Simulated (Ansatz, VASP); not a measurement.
# Hf2SeS3 in VASP and in Ansatz

```
Hf Se S
1.0
     6.51642    0.00000    0.00000
    -3.25821    5.64339    0.00000
     0.00000    0.00000    3.41592
Hf Se S
2 1 3
Direct
  0.33333 0.66667 0.00000
  0.66667 0.33333 0.00000
  0.00000 0.00000 0.00000
  0.50000 0.00000 0.50000
  0.50000 0.50000 0.50000
  0.00000 0.50000 0.50000
```

Change from the starting cell: species swapped into the ZrCo3B2 type (P6/mmm, No. 191).

Alike in both runs: functional PBE; k mesh 3 × 3 × 4; occupations gaussian, width 0.1 eV; no spin polarisation.

Ansatz relaxed the structure, and its values are those at the end. VASP's run is a single point on that final structure, the one shown.

|  | VASP | Ansatz |
| --- | --- | --- |
| version | VASP 6.6.1 | Ansatz 0.2.0 |
| potentials or method | VASP PAW PBE potentials, release 64 (Hf_pv, Se, S), cutoff 520 eV | scalar-relativistic, plane waves, PAW |
| valence electrons in the cell | 44 | 86 |

|  | VASP | Ansatz | Ansatz less VASP |
| --- | --- | --- | --- |
| gap on the k mesh at the Fermi level (eV) | none | none | - |
| pressure (GPa) | -0.8 | -0.1 | +0.66 |

A gap of «none» marks a metal or a gap that the smearing closes. VASP's potentials hold 44 valence electrons a cell and Ansatz's 86, so a difference there can come from the potentials and not from the codes.

The k mesh is coarse, so the values compare programs but aren't converged. Neither program's run includes spin-orbit coupling.
